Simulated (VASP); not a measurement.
# GaP (F-43m) in VASP: a series of runs

The runs below take GaP through single point, with PBE.

Program: VASP 6.6.1. These are calculated values, not measurements. Logs are shortened: lines on timing, memory, paths and dates and some standing lists are left out, and cuts for length are marked.

**What was measured.**

From “Stacking defects in GaP nanowires: Electronic structure and optical properties”, 2018, arxiv:1810.01194, for a bulk crystal of GaP at 10 K: band gap 2.34 eV (indirect).

How close the calculation comes is told below.

**1. The cell of the first run**

The structure is cubic, space group F-43m (No. 216). Conventional cell: a = 5.505 Å, b = 5.505 Å, c = 5.505 Å, α = 90.00°, β = 90.00°, γ = 90.00°. Within 3.1 Å of Ga (site symmetry -43m) lie 4 P at 2.38 Å. Within 3.1 Å of P (site symmetry -43m) lie 4 Ga at 2.38 Å.

**2. Single point, PBE**

Input file INCAR:

```
ALGO = Normal
EDIFF = 1E-7
ENCUT = 520
GGA = PE
ISIF = 2
ISMEAR = 0
LASPH = T
LCHARG = F
LREAL = F
LWAVE = F
NBANDS = 16
NELM = 60
PREC = Accurate
SIGMA = 0.02
```

Input file KPOINTS:

```
k-points
0
Gamma
  8 8 8
```

Input file POSCAR:

```
GaP
1.0
    0.0000000000      2.7525368118      2.7525368118
    2.7525368118      0.0000000000      2.7525368118
    2.7525368118      2.7525368118      0.0000000000
Ga P
1 1
Direct
    0.0000000000      0.0000000000      0.0000000000
    0.7500000000      0.7500000000      0.7500000000
```

Potentials or basis: VASP PAW PBE potentials, release 64 (Ga_d, P).

Launch:

```console
> cat potpaw_PBE.64/Ga_d/POTCAR potpaw_PBE.64/P/POTCAR > POTCAR
> mpirun -np 1 vasp_std > vasp.out
```

OUTCAR:

```text
EDIFF = 1E-7
   ENCUT = 520
   GGA = PE
   ISIF = 2
   ISMEAR = 0
   LASPH = T
   LREAL = F
   NELM = 60
   PREC = Accurate

 ion  position               nearest neighbor table
   1  0.000  0.000  0.000-   2 2.38   2 2.38   2 2.38   2 2.38
   2  0.750  0.750  0.750-   1 2.38   1 2.38   1 2.38   1 2.38

  LATTYP: Found a face centered cubic cell.
 ALAT       =     5.5050736236

  Lattice vectors:

 A1 = (   0.0000000000,   2.7525368118,   2.7525368118)
 A2 = (   2.7525368118,   0.0000000000,   2.7525368118)
 A3 = (   2.7525368118,   2.7525368118,   0.0000000000)

Analysis of symmetry for initial positions (statically):
=====================================================================
 Subroutine PRICEL returns:
 Original cell was already a primitive cell.

 Routine SETGRP: Setting up the symmetry group for a
 face centered cubic supercell.

 Subroutine GETGRP returns: Found 24 space group operations
 (whereof 24 operations were pure point group operations)
 out of a pool of 48 trial point group operations.

The static configuration has the point symmetry T_d .

Analysis of symmetry for dynamics (positions and initial velocities):
=====================================================================
 Subroutine PRICEL returns:
 Original cell was already a primitive cell.

 Routine SETGRP: Setting up the symmetry group for a
 face centered cubic supercell.

 Subroutine GETGRP returns: Found 24 space group operations
 (whereof 24 operations were pure point group operations)
 out of a pool of 48 trial point group operations.

The dynamic configuration has the point symmetry T_d .

 Subroutine INISYM returns: Found 24 space group operations
 (whereof 24 operations are pure point group operations),
 and found     1 'primitive' translations

----------------------------------------------------------------------------------------

                                     Primitive cell

  volume of cell :      41.7090

  direct lattice vectors                    reciprocal lattice vectors
     0.000000000  2.752536812  2.752536812    -0.181650613  0.181650613  0.181650613
     2.752536812  0.000000000  2.752536812     0.181650613 -0.181650613  0.181650613
     2.752536812  2.752536812  0.000000000     0.181650613  0.181650613 -0.181650613

  length of vectors
     3.892674890  3.892674890  3.892674890     0.314628091  0.314628091  0.314628091

[... 73 lines left out ...]
   ICHARG =      2    charge: 1-file 2-atom 10-const
   ISPIN  =      1    spin polarized calculation?
   LNONCOLLINEAR =      F non collinear calculations
   LSORBIT =      F    spin-orbit coupling
   LASPH  =      T    aspherical Exc in radial PAW
   ENCUT  =  520.0 eV  38.22 Ry    6.18 a.u.   7.24  7.24  7.24*2*pi/ulx,y,z
   NELM   =     60;   NELMIN=  2; NELMDL= -5     # of ELM steps
   EDIFF  = 0.1E-06   stopping-criterion for ELM
   LREAL  =      F    real-space projection
   EDIFFG = 0.1E-05   stopping-criterion for IOM
   NSW    =      0    number of steps for IOM
   IBRION =     -1    ionic relax: 0-MD 1-quasi-New 2-CG
   NFREE  =      0    steps in history (QN), initial steepest desc. (CG)
   ISIF   =      2    stress and relaxation
   ISYM   =      2    0-nonsym 1-usesym 2-fastsym
   POTIM  = 0.5000    time-step for ionic-motion
   TEBEG  =    0.0;   TEEND  =   0.0 temperature during run
   PSTRESS=    0.0 pullay stress
   NELECT =      18.0000    total number of electrons
   NUPDOWN=      -1.0000    fix difference up-down
   EMIN   =  10.00;   EMAX   =-10.00  energy-range for DOS
   EFERMI =   0.00;   METHOD = LEGACY
   ISMEAR =     0;   SIGMA  =   0.02  broadening in eV -4-tet -1-fermi 0-gaus
   EFERMI_NEDOS =   21; number of points for ismear=-14 and -15
   IALGO  =     38    algorithm
   IMIX   =      4    mixing-type and parameters
     AMIX     =   0.40;   BMIX     =  1.00
     AMIX_MAG =   1.60;   BMIX_MAG =  1.00
  volume/ion in A,a.u.               =      20.85       140.73
  Fermi-wavevector in a.u.,A,eV,Ry     =   1.237150  2.337875 20.824279  1.530541
  Thomas-Fermi vector in A             =   2.371730
   LORBIT       =      0    0 simple, 1 ext, 2 COOP (PROOUT), +10 PAW based schemes
   GGA     = PE    functional components
   LHFCALC =     F    Hartree Fock is set to
   AEXX    =    0.0000 exact exchange contribution
   IVDW    =     0    specifies the selected vdW correction
   LEPSILON=     F    determine dielectric tensor
   LRPA    =     F    only Hartree local field effects (RPA)
 non-spin polarized calculation
 Gauss-broadening in eV      SIGMA  =   0.02
  energy-cutoff  :      520.00
  volume of cell :       41.71
 maximum number of plane-waves:      1158
 NGX is ok and might be reduce to    30

 number of electron      18.0000003 magnetization

 Free energy of the ion-electron system (eV)
  ---------------------------------------------------
  ext. energy  EPLUGINS =         0.00000000
  ---------------------------------------------------
  free energy    TOTEN  =        -9.12558120 eV

  energy without entropy =       -9.12558120  energy(sigma->0) =       -9.12558120

 E-fermi :   4.5104     XC(G=0):  -9.6972

 val. band max:        4.3522893763   @ k =   0.0000   0.0000   0.0000
 cond. band min:       5.9323053081   @ k =   0.0000   0.0000   0.0000
 fundamental gap:      1.5800159319
 Fermi energy:         4.5104102508

 k-point     1 :       0.0000    0.0000    0.0000
  band No.  band energies     occupation
      1     -10.1519      2.00000
      2     -10.1519      2.00000
      3     -10.1519      2.00000
      4     -10.0611      2.00000
      5     -10.0611      2.00000
      6      -7.9187      2.00000
[... 433 lines left out ...]
      3     -10.1130      2.00000
      4     -10.0655      2.00000
      5     -10.0544      2.00000
      6      -5.5605      2.00000
[... 8 lines left out ...]
     15      16.2473      0.00000
     16      16.6892      0.00000

 [... further k-points ...]
[... 5 lines left out ...]
  --------------------------------------------------------------------------------------
  -------------------------------------------------------------------------------------
  Total        0.0091070      0.0091070      0.0091070      0.0000000      0.0000000      0.0000000
  in kB        0.3498308      0.3498308      0.3498308      0.0000000      0.0000000      0.0000000
  external PRESSURE =       0.3498308 kB  Pullay stress =       0.0000000 kB

 VOLUME and BASIS-vectors are now :
 -----------------------------------------------------------------------------
  energy-cutoff  :      520.00
  volume of cell :       41.71
      direct lattice vectors                 reciprocal lattice vectors
     0.000000000  2.752536812  2.752536812    -0.181650613  0.181650613  0.181650613
     2.752536812  0.000000000  2.752536812     0.181650613 -0.181650613  0.181650613
     2.752536812  2.752536812  0.000000000     0.181650613  0.181650613 -0.181650613

 POSITION                                       TOTAL-FORCE (eV/Angst)
 -----------------------------------------------------------------------------------
      0.00000      0.00000      0.00000        -0.000000     -0.000000     -0.000000
      4.12881      4.12881      4.12881         0.000000      0.000000      0.000000
 -----------------------------------------------------------------------------------
    total drift:                               -0.000002     -0.000002     -0.000002

  FREE ENERGIE OF THE ION-ELECTRON SYSTEM (eV)
  ---------------------------------------------------
  free  energy   TOTEN  =        -9.1255811979 eV

  energy  without entropy=       -9.1255811979  energy(sigma->0) =       -9.12558120
```

OSZICAR:

```text
N       E                     dE             d eps       ncg     rms          rms(c)
DAV:   1     0.817375622317E+02    0.81738E+02   -0.88874E+03   944   0.155E+03
DAV:   2    -0.306405544825E+01   -0.84802E+02   -0.81367E+02  1032   0.315E+02
DAV:   3    -0.928559473728E+01   -0.62215E+01   -0.62000E+01  1200   0.652E+01
DAV:   4    -0.938455071465E+01   -0.98956E-01   -0.98938E-01  1136   0.896E+00
DAV:   5    -0.938650215070E+01   -0.19514E-02   -0.19514E-02  1192   0.107E+00    0.411E+00
DAV:   6    -0.914953916571E+01    0.23696E+00   -0.37686E-01  1424   0.101E+01    0.270E+00
DAV:   7    -0.912468665952E+01    0.24853E-01   -0.89640E-02  1208   0.196E+00    0.109E+00
DAV:   8    -0.912502365249E+01   -0.33699E-03   -0.12945E-02  1072   0.136E+00    0.175E-01
DAV:   9    -0.912543055327E+01   -0.40690E-03   -0.13142E-03  1160   0.506E-01    0.828E-02
DAV:  10    -0.912550702974E+01   -0.76476E-04   -0.11267E-04  1416   0.109E-01    0.419E-02
DAV:  11    -0.912558121698E+01   -0.74187E-04   -0.10248E-04  1128   0.831E-02    0.505E-03
DAV:  12    -0.912558085545E+01    0.36152E-06   -0.28213E-06  1144   0.213E-02    0.277E-03
DAV:  13    -0.912558116301E+01   -0.30756E-06   -0.83211E-07  1200   0.760E-03    0.189E-03
DAV:  14    -0.912558119787E+01   -0.34860E-07   -0.29651E-08   936   0.135E-03
   1 F= -.91255812E+01 E0= -.91255812E+01  d E =-.472437E-31
```

Wall time 21 s (1 thread of Intel Xeon Platinum 8375C at 2.90GHz (Ice Lake), shared host); peak memory 0.17 GiB.

Results:

```yaml
Free_energy: -9.1256 eV
Pressure: 0.0 GPa
Band_gap_on_the_k_mesh: 1.58 eV, direct
```

**3. Single point, PBE**

Input file INCAR:

```
SYSTEM = GaP
PREC = Accurate
ENCUT = 520
EDIFF = 1E-7
ISMEAR = 0
SIGMA = 0.05
LREAL = .False.
LASPH = .True.
NELM = 100
ALGO = Normal
ISIF = 2
LWAVE = .False.
LCHARG = .False.
GGA = PE
NBANDS = 16
```

Input file KPOINTS:

```
regular mesh
0
Gamma
  8 8 8
  0 0 0
```

Input file POSCAR:

```
GaP
1.0
    0.0000000000      2.7525368124      2.7525368124
    2.7525368124      0.0000000000      2.7525368124
    2.7525368124      2.7525368124      0.0000000000
Ga P
1 1
Direct
    0.0000000000      0.0000000000      0.0000000000
    0.7500000000      0.7500000000      0.7500000000
```

Potentials or basis: VASP PAW PBE potentials, release 64 (Ga_d, P).

Launch:

```console
> cat potpaw_PBE.64/Ga_d/POTCAR potpaw_PBE.64/P/POTCAR > POTCAR
> mpirun -np 1 vasp_std > vasp.out
```

OUTCAR:

```text
SYSTEM = GaP
   PREC = Accurate
   ENCUT = 520
   EDIFF = 1E-7
   ISMEAR = 0
   LREAL = .False.
   LASPH = .True.
   NELM = 100
   ISIF = 2
   GGA = PE

 ion  position               nearest neighbor table
   1  0.000  0.000  0.000-   2 2.38   2 2.38   2 2.38   2 2.38
   2  0.750  0.750  0.750-   1 2.38   1 2.38   1 2.38   1 2.38

  LATTYP: Found a face centered cubic cell.
 ALAT       =     5.5050736248

  Lattice vectors:

 A1 = (   0.0000000000,   2.7525368124,   2.7525368124)
 A2 = (   2.7525368124,   0.0000000000,   2.7525368124)
 A3 = (   2.7525368124,   2.7525368124,   0.0000000000)
[... 625 lines left out ...]
      4     -10.0655      2.00000
      5     -10.0544      2.00000
      6      -5.5605      2.00000
[... 8 lines left out ...]
     15      16.2473      0.00000
     16      16.6892      0.00000

 [... further k-points ...]
[... 5 lines left out ...]
  --------------------------------------------------------------------------------------
  -------------------------------------------------------------------------------------
  Total        0.0091070      0.0091070      0.0091070      0.0000000      0.0000000     -0.0000000
  in kB        0.3498295      0.3498295      0.3498295      0.0000000      0.0000000     -0.0000000
  external PRESSURE =       0.3498295 kB  Pullay stress =       0.0000000 kB

 VOLUME and BASIS-vectors are now :
 -----------------------------------------------------------------------------
  energy-cutoff  :      520.00
  volume of cell :       41.71
      direct lattice vectors                 reciprocal lattice vectors
     0.000000000  2.752536812  2.752536812    -0.181650613  0.181650613  0.181650613
     2.752536812  0.000000000  2.752536812     0.181650613 -0.181650613  0.181650613
     2.752536812  2.752536812  0.000000000     0.181650613  0.181650613 -0.181650613

 POSITION                                       TOTAL-FORCE (eV/Angst)
 -----------------------------------------------------------------------------------
      0.00000      0.00000      0.00000        -0.000000     -0.000000      0.000000
      4.12881      4.12881      4.12881         0.000000      0.000000     -0.000000
 -----------------------------------------------------------------------------------
    total drift:                               -0.000002     -0.000002     -0.000002

  FREE ENERGIE OF THE ION-ELECTRON SYSTEM (eV)
  ---------------------------------------------------
  free  energy   TOTEN  =        -9.1255811978 eV

  energy  without entropy=       -9.1255811978  energy(sigma->0) =       -9.12558120
```

Wall time 20 s (1 thread of Intel Xeon Platinum 8375C at 2.90GHz (Ice Lake), shared host); peak memory 0.17 GiB.

Results:

* Free energy: -9.1256 eV
* Pressure: 0.0 GPa
* Band gap on the k mesh: 1.58 eV, direct

Levels at points of the mesh, in eV from the valence-band top:
```tsv
k point	band 7	band 8	band 9	band 10	band 11	band 12
(0.00, 0.00, 0.00)	0.00	0.00	0.00	1.58	3.90	3.90
(0.50, 0.00, 0.00)	-6.46	-1.07	-1.07	1.58	4.73	4.73
(0.50, 0.50, 0.00)	-6.61	-2.58	-2.58	1.72	1.85	10.37
```

**4. Single point, PBE**

This run uses another cell than the first one: it holds 4 atoms, not 2.

Input file INCAR:

```
  PREC = Accurate
  ENCUT = 520
  EDIFF = 1E-6
  ISMEAR = 0
  SIGMA = 0.05
  LREAL = F
  LASPH = T
  NELM = 100
  ALGO = Normal
  ISIF = 2
  LWAVE = F
  LCHARG = F
  GGA = PE
  NBANDS = 26
```

Input file KPOINTS:

```
regular mesh
0
Gamma
  6 6 4
```

Input file POSCAR:

```
GaP
1.0
    0.0000000000     -2.7525368107     -2.7525368107
    0.0000000000      2.7525368107     -2.7525368107
    5.5050736214      0.0000000000      0.0000000000
Ga P
2 2
Direct
    0.5000000000      0.5000000000      0.5000000000
    0.0000000000      0.0000000000      0.0000000000
    1.0000000000      0.5000000000      0.2500000000
    0.5000000000      0.0000000000      0.7500000000
```

Potentials or basis: VASP PAW PBE potentials, release 64 (Ga_d, P).

Launch:

```console
> cat potpaw_PBE.64/Ga_d/POTCAR potpaw_PBE.64/P/POTCAR > POTCAR
> mpirun -np 1 vasp_std > vasp.out
```

OUTCAR:

```text
PREC = Accurate
   ENCUT = 520
   EDIFF = 1E-6
   ISMEAR = 0
   LREAL = F
   LASPH = T
   NELM = 100
   ISIF = 2
   GGA = PE

 ion  position               nearest neighbor table
   1  0.500  0.500  0.500-   3 2.38   4 2.38   4 2.38   3 2.38
   2  0.000  0.000  0.000-   3 2.38   4 2.38   3 2.38   4 2.38
   3  0.000  0.500  0.250-   1 2.38   2 2.38   2 2.38   1 2.38
   4  0.500  0.000  0.750-   1 2.38   2 2.38   1 2.38   2 2.38

  LATTYP: Found a simple tetragonal cell.
 ALAT       =     3.8926748886
[... 903 lines left out ...]
     25      12.5790      0.00000
     26      12.5790      0.00000

 [... further k-points ...]
[... 5 lines left out ...]
  --------------------------------------------------------------------------------------
  -------------------------------------------------------------------------------------
  Total       -0.0481104      0.0253694      0.0253694      0.0000000      0.0000000      0.0000000
  in kB       -0.9240386      0.4872600      0.4872600      0.0000000      0.0000000      0.0000000
  external PRESSURE =       0.0168271 kB  Pullay stress =       0.0000000 kB

 VOLUME and BASIS-vectors are now :
 -----------------------------------------------------------------------------
  energy-cutoff  :      520.00
  volume of cell :       83.42
      direct lattice vectors                 reciprocal lattice vectors
     0.000000000 -2.752536811 -2.752536811     0.000000000 -0.181650613 -0.181650613
     0.000000000  2.752536811 -2.752536811     0.000000000  0.181650613 -0.181650613
     5.505073621  0.000000000  0.000000000     0.181650613  0.000000000  0.000000000

 POSITION                                       TOTAL-FORCE (eV/Angst)
 -----------------------------------------------------------------------------------
      2.75254      0.00000     -2.75254         0.000000      0.000000     -0.000000
      0.00000      0.00000      0.00000         0.000000      0.000000      0.000000
      1.37627      1.37627     -1.37627        -0.000000     -0.000000     -0.000000
      4.12881     -1.37627     -1.37627        -0.000000     -0.000000     -0.000000
 -----------------------------------------------------------------------------------
    total drift:                                0.000000      0.000000     -0.000000

  FREE ENERGIE OF THE ION-ELECTRON SYSTEM (eV)
  ---------------------------------------------------
  free  energy   TOTEN  =       -18.2447732120 eV

  energy  without entropy=      -18.2447732120  energy(sigma->0) =      -18.24477321
```

stdout:

```text
POSCAR found type information on POSCAR GaP
 POSCAR found :  2 types and       4 ions
 scaLAPACK will be used
 LDA part: xc-table for (Slater+PW92), standard interpolation
 POSCAR, INCAR and KPOINTS ok, starting setup
 FFT: planning ... GRIDC
 FFT: planning ... GRID_SOFT
 FFT: planning ... GRID
 WAVECAR not read
 entering main loop
```

Wall time 46 s (1 thread of Intel Xeon Platinum 8259CL at 2.50GHz (Skylake/Cascade Lake), shared host); peak memory 0.21 GiB.

What came out:

```yaml
Free_energy: -18.2448 eV
Pressure: 0.0 GPa
Band_gap_on_the_k_mesh: 1.58 eV
```

Levels at points of the mesh, in eV from the valence-band top:
| k point | band 15 | band 16 | band 17 | band 18 | band 19 | band 20 | band 21 | band 22 |
| --- | --- | --- | --- | --- | --- | --- | --- | --- |
| (0.00, 0.00, 0.00) | -2.58 | 0.00 | 0.00 | 0.00 | 1.58 | 1.71 | 1.85 | 3.89 |
| (0.50, 0.00, 0.00) | -3.26 | -3.26 | -1.15 | -1.15 | 3.11 | 3.11 | 5.63 | 5.63 |
| (0.50, 0.50, 0.00) | -2.58 | -2.58 | -2.58 | -2.58 | 1.72 | 1.72 | 1.85 | 1.85 |
| (0.00, 0.00, 0.50) | -1.61 | -1.61 | -1.61 | -1.61 | 2.21 | 2.21 | 3.65 | 3.65 |
| (0.50, 0.00, 0.50) | -1.08 | -1.08 | -1.07 | -1.07 | 1.58 | 1.58 | 4.73 | 4.73 |
| (0.50, 0.50, 0.50) | -3.44 | -3.44 | -3.28 | -3.28 | 4.70 | 4.70 | 4.73 | 4.73 |

A k mesh can miss the band edges.

(Part 1 of 2 ends here.)
